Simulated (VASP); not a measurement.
# TlBr (Pm-3m) in VASP: notebook, part 2 of 4

VASP 6.6.1.

### Step 4. Vibrations by perturbation theory, PBEsol

This run uses another cell than the first one, of 29.99 Å³/atom, 1.031 times its volume.

Contents of INCAR:

```
SYSTEM = TlBr
  PREC = Accurate
  ENCUT = 500
  EDIFF = 1E-8
  ISMEAR = 0
  SIGMA = 0.01
  LREAL = .FALSE.
  LASPH = .TRUE.
  NELM = 120
  ALGO = Normal
  ISIF = 2
  LWAVE = .FALSE.
  LCHARG = .FALSE.
  GGA = PS
  NBANDS = 17
  IBRION = 8
  NSW = 1
  LEPSILON = .TRUE.
  GGA_COMPAT = .FALSE.
```

Contents of KPOINTS:

```
regular mesh
0
G
  6 6 6
  0 0 0
```

Contents of POSCAR:

```
TlBr
1.0
    3.9145313394      0.0000000000      0.0000000000
    0.0000000000      3.9145313394      0.0000000000
    0.0000000000      0.0000000000      3.9145313394
Tl Br
1 1
Direct
    0.0000000000      0.0000000000      0.0000000000
    0.5000000000      0.5000000000      0.5000000000
```

Potentials or basis: VASP PAW PBE potentials, release 64 (Tl_d, Br).

The run is started by

```bash
$ cat potpaw_PBE.64/Tl_d/POTCAR potpaw_PBE.64/Br/POTCAR > POTCAR
$ mpirun -np 1 vasp_std > vasp.out
```

OUTCAR:

```text
SYSTEM = TlBr
   PREC = Accurate
   ENCUT = 500
   EDIFF = 1E-8
   ISMEAR = 0
   LREAL = .FALSE.
   LASPH = .TRUE.
   NELM = 120
   ISIF = 2
   GGA = PS
   IBRION = 8
   NSW = 1
   LEPSILON = .TRUE.

 ion  position               nearest neighbor table
   1  0.000  0.000  0.000-   2 3.39   2 3.39   2 3.39   2 3.39   2 3.39   2 3.39   2 3.39   2 3.39

   2  0.500  0.500  0.500-   1 3.39   1 3.39   1 3.39   1 3.39   1 3.39   1 3.39   1 3.39   1 3.39

  LATTYP: Found a simple cubic cell.
 ALAT       =     3.9145313394

  Lattice vectors:

 A1 = (   3.9145313394,   0.0000000000,   0.0000000000)
 A2 = (   0.0000000000,   3.9145313394,   0.0000000000)
 A3 = (   0.0000000000,   0.0000000000,   3.9145313394)

Analysis of symmetry for initial positions (statically):
=====================================================================
 Subroutine PRICEL returns:
 Original cell was already a primitive cell.

 Routine SETGRP: Setting up the symmetry group for a
 simple cubic supercell.

 Subroutine GETGRP returns: Found 48 space group operations
 (whereof 48 operations were pure point group operations)
 out of a pool of 48 trial point group operations.

The static configuration has the point symmetry O_h .

Analysis of symmetry for dynamics (positions and initial velocities):
=====================================================================
 Subroutine PRICEL returns:
 Original cell was already a primitive cell.

 Routine SETGRP: Setting up the symmetry group for a
 simple cubic supercell.

[... 652 lines left out ...]
 PIEZOELECTRIC TENSOR (including local field effects)  for field in x, y, z        (C/m^2)
          XX          YY          ZZ          XY          YZ          ZX
  --------------------------------------------------------------------------------
  x     0.00000     0.00000     0.00000     0.00000     0.00000     0.00000
  y     0.00000     0.00000     0.00000     0.00000     0.00000     0.00000
  z     0.00000     0.00000     0.00000     0.00000     0.00000     0.00000

 BORN EFFECTIVE CHARGES (including local field effects) (in |e|, cummulative output)
 ---------------------------------------------------------------------------------
 ion    1
    1     2.16726    -0.00000     0.00000
    2    -0.00000     2.16726     0.00000
    3     0.00000     0.00000     2.16726
 ion    2
    1    -2.16726     0.00000    -0.00000
    2     0.00000    -2.16726    -0.00000
    3    -0.00000    -0.00000    -2.16726

 INTERNAL STRAIN TENSOR FOR ION    2 for displacements in x,y,z  (eV/Angst):
          X           Y           Z          XY          YZ          ZX
  --------------------------------------------------------------------------------
  x     0.00000     0.00000     0.00000     0.00000     0.00000     0.00000
  y     0.00000     0.00000     0.00000     0.00000     0.00000     0.00000
  z     0.00000     0.00000     0.00000     0.00000     0.00000     0.00000

 SECOND DERIVATIVES (NOT SYMMETRIZED)
 ------------------------------------
               1X          1Y          1Z          2X          2Y          2Z
  1X    -0.304992    0.000000   -0.000000    0.304992   -0.000000    0.000000
  1Y     0.000000   -0.304992   -0.000000   -0.000000    0.304992    0.000000
  1Z    -0.000000   -0.000000   -0.304992    0.000000    0.000000    0.304992
  2X     0.314649   -0.000000    0.000000   -0.314649    0.000000   -0.000000
  2Y    -0.000000    0.314649    0.000000    0.000000   -0.314649   -0.000000
  2Z    -0.000000   -0.000000    0.314649    0.000000    0.000000   -0.314649

 Eigenvectors and eigenvalues of the dynamical matrix
 ----------------------------------------------------

   1 f  =    1.152035 THz     7.238451 2PiTHz   38.427761 cm-1     4.764433 meV
             X         Y         Z           dx          dy          dz
      0.000000  0.000000  0.000000     0.524249    0.000000   -0.000000
      1.957266  1.957266  1.957266    -0.851565    0.000000    0.000000
[... 21 lines left out ...]
   6 f/i=    0.008016 THz     0.050365 2PiTHz    0.267378 cm-1     0.033151 meV
             X         Y         Z           dx          dy          dz
      0.000000  0.000000  0.000000     0.000000    0.000000    0.851565
      1.957266  1.957266  1.957266     0.000000    0.000000    0.524249

--------------------------------------------------------------------------------------------------------

 MACROSCOPIC STATIC DIELECTRIC TENSOR IONIC CONTRIBUTION
 ------------------------------------------------------
          45.728552     0.000000     0.000000
           0.000000    45.728552     0.000000
           0.000000     0.000000    45.728552
 ------------------------------------------------------

 ELASTIC MODULI CONTR FROM IONIC RELAXATION (kBar)
 Direction    XX          YY          ZZ          XY          YZ          ZX
 --------------------------------------------------------------------------------
 XX           0.0000      0.0000      0.0000      0.0000      0.0000      0.0000
 YY           0.0000      0.0000      0.0000      0.0000      0.0000      0.0000
 ZZ           0.0000      0.0000      0.0000      0.0000      0.0000      0.0000
 XY           0.0000      0.0000      0.0000      0.0000      0.0000      0.0000
 YZ           0.0000      0.0000      0.0000      0.0000      0.0000      0.0000
 ZX           0.0000      0.0000      0.0000      0.0000      0.0000      0.0000
 --------------------------------------------------------------------------------

 PIEZOELECTRIC TENSOR IONIC CONTR  for field in x, y, z        (C/m^2)
          XX          YY          ZZ          XY          YZ          ZX
  --------------------------------------------------------------------------------
  x     0.00000     0.00000     0.00000     0.00000     0.00000     0.00000
  y     0.00000     0.00000     0.00000     0.00000     0.00000     0.00000
  z     0.00000     0.00000     0.00000     0.00000     0.00000     0.00000
```

stdout:

```text
POSCAR found type information on POSCAR TlBr
 POSCAR found :  2 types and       2 ions
 scaLAPACK will be used
 -----------------------------------------------------------------------------
|                                                                             |
|                                                                             |
|     You enforced a specific xc type in the INCAR file but a different       |
[... 39 lines left out ...]
 force on displaced ion       1 direction 1 :  -0.305   0.000  -0.000
 Born effective charge ion    1 direction 1 :   2.148   0.000   0.000
 Linear response progress:
 first order change of Fermi-energy   0.65327E-02
 force on displaced ion       2 direction 1 :  -0.315  -0.000   0.000
 Born effective charge ion    2 direction 1 :  -2.186   0.000   0.000
 Born effective charges drift removed
 Linear response finished
```

Wall time 3.6 min (1 thread of Intel Xeon 6975P-C (Granite Rapids), shared host); peak memory 0.25 GiB.

What came out:

| Quantity | Value |
| --- | --- |
| Electronic dielectric tensor (diagonal) | 6.93 |
| Born charges (mean of the diagonal) | Tl +2.17; Br -2.17 e |
| Highest phonon frequency at Γ, LO-TO splitting left out | 38 cm⁻¹ |

Phonon frequencies in cm⁻¹ (negative: imaginary):
```tsv
q point	frequencies
(0.000, 0.000, 0.000)	0 0 0 38 38 38
```

Electronic dielectric tensor:
```
6.93 0.00 0.00
0.00 6.93 0.00
0.00 0.00 6.93
```

Born effective charge tensors (e):
atom 1, Tl
```
2.17 0.00 0.00
0.00 2.17 0.00
0.00 0.00 2.17
```
atom 2, Br
```
-2.17  0.00  0.00
 0.00 -2.17  0.00
 0.00  0.00 -2.17
```

Caveat: the PAW data sets were made with another functional, which shifts forces and pressure a little; spin-orbit coupling is left out, which moves the levels of the heavy elements.

### Step 5. Vibrations by perturbation theory, PBEsol

This run uses another cell than the first one, of 29.99 Å³/atom, 1.031 times its volume.

Changes to INCAR since step 4:

```diff
@@ -12,3 +12,3 @@
   LWAVE = .FALSE.
-  LCHARG = .FALSE.
+  LCHARG = .TRUE.
   GGA = PS
@@ -17,3 +17,2 @@
   NSW = 1
-  LEPSILON = .TRUE.
   GGA_COMPAT = .FALSE.
```

KPOINTS is that of step 4.

POSCAR is that of step 4.

Potentials or basis: VASP PAW PBE potentials, release 64 (Tl_d, Br).

The run is started by

```bash
$ cat potpaw_PBE.64/Tl_d/POTCAR potpaw_PBE.64/Br/POTCAR > POTCAR
$ mpirun -np 1 vasp_std > vasp.out
```

OUTCAR:

```text
SYSTEM = TlBr
   PREC = Accurate
   ENCUT = 500
   EDIFF = 1E-8
   ISMEAR = 0
   LREAL = .FALSE.
   LASPH = .TRUE.
   NELM = 120
   ISIF = 2
   GGA = PS
   IBRION = 8
   NSW = 1

 ion  position               nearest neighbor table
   1  0.000  0.000  0.000-   2 3.39   2 3.39   2 3.39   2 3.39   2 3.39   2 3.39   2 3.39   2 3.39

   2  0.500  0.500  0.500-   1 3.39   1 3.39   1 3.39   1 3.39   1 3.39   1 3.39   1 3.39   1 3.39

  LATTYP: Found a simple cubic cell.
 ALAT       =     3.9145313394

  Lattice vectors:

 A1 = (   3.9145313394,   0.0000000000,   0.0000000000)
 A2 = (   0.0000000000,   3.9145313394,   0.0000000000)
 A3 = (   0.0000000000,   0.0000000000,   3.9145313394)

Analysis of symmetry for initial positions (statically):
=====================================================================
 Subroutine PRICEL returns:
 Original cell was already a primitive cell.

 Routine SETGRP: Setting up the symmetry group for a
 simple cubic supercell.

 Subroutine GETGRP returns: Found 48 space group operations
 (whereof 48 operations were pure point group operations)
 out of a pool of 48 trial point group operations.

The static configuration has the point symmetry O_h .

Analysis of symmetry for dynamics (positions and initial velocities):
=====================================================================
[... 584 lines left out ...]
      0.00000      0.00000      0.00000         0.000000      0.000000      0.000000
      1.95727      1.95727      1.95727         0.000000      0.000000      0.000000
 -----------------------------------------------------------------------------------
    total drift:                                0.000000     -0.000000     -0.000000

  FREE ENERGIE OF THE ION-ELECTRON SYSTEM (eV)
  ---------------------------------------------------
  free  energy   TOTEN  =        -6.0306939293 eV

  energy  without entropy=       -6.0306939293  energy(sigma->0) =       -6.03069393

[... ionic steps 2 to 3 ...]

--------------------------------------- Ionic step        4  -------------------------------------------

------------------------ aborting loop because EDIFF is reached ----------------------------------------

[... ionic steps 5 to 6 ...]

--------------------------------------- Ionic step        7  -------------------------------------------

 Free energy of the ion-electron system (eV)
  ---------------------------------------------------
  ---------------------------------------------------
  free energy    TOTEN  =        -0.14148398 eV

  energy without entropy =       -0.14148398

------------------------ aborting loop because EDIFF is reached ----------------------------------------

 INTERNAL STRAIN TENSOR  FOR ION    2  DIRECTION 1   (eV/Angst):
 -----------------------------------------------------------------------------
    -0.00937  0.00000  0.00000
     0.00000  0.01186  0.00000
    -0.00000  0.00000  0.01186

 INTERNAL STRAIN TENSOR FOR ION    2 for displacements in x,y,z  (eV/Angst):
          X           Y           Z          XY          YZ          ZX
  --------------------------------------------------------------------------------
  x     0.00000     0.00000     0.00000     0.00000     0.00000     0.00000
  y     0.00000     0.00000     0.00000     0.00000     0.00000     0.00000
  z     0.00000     0.00000     0.00000     0.00000     0.00000     0.00000

 SECOND DERIVATIVES (NOT SYMMETRIZED)
 ------------------------------------
               1X          1Y          1Z          2X          2Y          2Z
  1X    -0.304987   -0.000000    0.000000    0.304987    0.000000   -0.000000
  1Y     0.000000   -0.304987   -0.000000   -0.000000    0.304987    0.000000
  1Z     0.000000    0.000000   -0.304987    0.000000   -0.000000    0.304987
  2X     0.314637    0.000000    0.000000   -0.314637   -0.000000   -0.000000
  2Y     0.000000    0.314637   -0.000000   -0.000000   -0.314637    0.000000
  2Z    -0.000000   -0.000000    0.314637    0.000000    0.000000   -0.314637

 Eigenvectors and eigenvalues of the dynamical matrix
 ----------------------------------------------------

   1 f  =    1.152017 THz     7.238336 2PiTHz   38.427150 cm-1     4.764357 meV
             X         Y         Z           dx          dy          dz
      0.000000  0.000000  0.000000     0.499785    0.158292    0.000000
      1.957266  1.957266  1.957266    -0.811818   -0.257119    0.000000
[... 21 lines left out ...]
   6 f/i=    0.008010 THz     0.050331 2PiTHz    0.267201 cm-1     0.033129 meV
             X         Y         Z           dx          dy          dz
      0.000000  0.000000  0.000000     0.061519    0.733018    0.429021
      1.957266  1.957266  1.957266     0.037873    0.451272    0.264121

--------------------------------------------------------------------------------------------------------

 ELASTIC MODULI CONTR FROM IONIC RELAXATION (kBar)
 Direction    XX          YY          ZZ          XY          YZ          ZX
 --------------------------------------------------------------------------------
 XX           0.0000      0.0000      0.0000      0.0000      0.0000      0.0000
 YY           0.0000      0.0000      0.0000      0.0000      0.0000      0.0000
 ZZ           0.0000      0.0000      0.0000      0.0000      0.0000      0.0000
 XY           0.0000      0.0000      0.0000      0.0000      0.0000      0.0000
 YZ           0.0000      0.0000      0.0000      0.0000      0.0000      0.0000
 ZX           0.0000      0.0000      0.0000      0.0000      0.0000      0.0000
 --------------------------------------------------------------------------------
```

stdout:

```text
POSCAR found type information on POSCAR TlBr
 POSCAR found :  2 types and       2 ions
 scaLAPACK will be used
 -----------------------------------------------------------------------------
|                                                                             |
|                                                                             |
|     You enforced a specific xc type in the INCAR file but a different       |
|     I HOPE YOU KNOW WHAT YOU ARE DOING!                                     |
|                                                                             |
 -----------------------------------------------------------------------------

 LDA part: xc-table for (Slater+PW92), standard interpolation
 POSCAR, INCAR and KPOINTS ok, starting setup
 FFT: planning ... GRIDC
 FFT: planning ... GRID_SOFT
 FFT: planning ... GRID
 WAVECAR not read
 entering main loop
 Linear response reoptimize wavefunctions to high precision
 Linear response DOF=           2
 Linear response progress:
 first order change of Fermi-energy  -0.99042E-02
 force on displaced ion       1 direction 1 :  -0.305   0.000   0.000
 Linear response progress:
 first order change of Fermi-energy   0.65327E-02
 force on displaced ion       2 direction 1 :  -0.315  -0.000   0.000
 Linear response finished
```

Wall time 78 s (1 thread of Intel Xeon 6975P-C (Granite Rapids), shared host); peak memory 0.25 GiB.

What came out:

```
Highest phonon frequency at Γ, LO-TO splitting left out : 38 cm⁻¹
```

Phonon frequencies in cm⁻¹ (negative: imaginary):
| q point | frequencies |
| --- | --- |
| (0.000, 0.000, 0.000) | 0 0 0 38 38 38 |

Caveat: the PAW data sets were made with another functional, which shifts forces and pressure a little; spin-orbit coupling is left out, which moves the levels of the heavy elements.

(Part 2 of 4 ends here.)
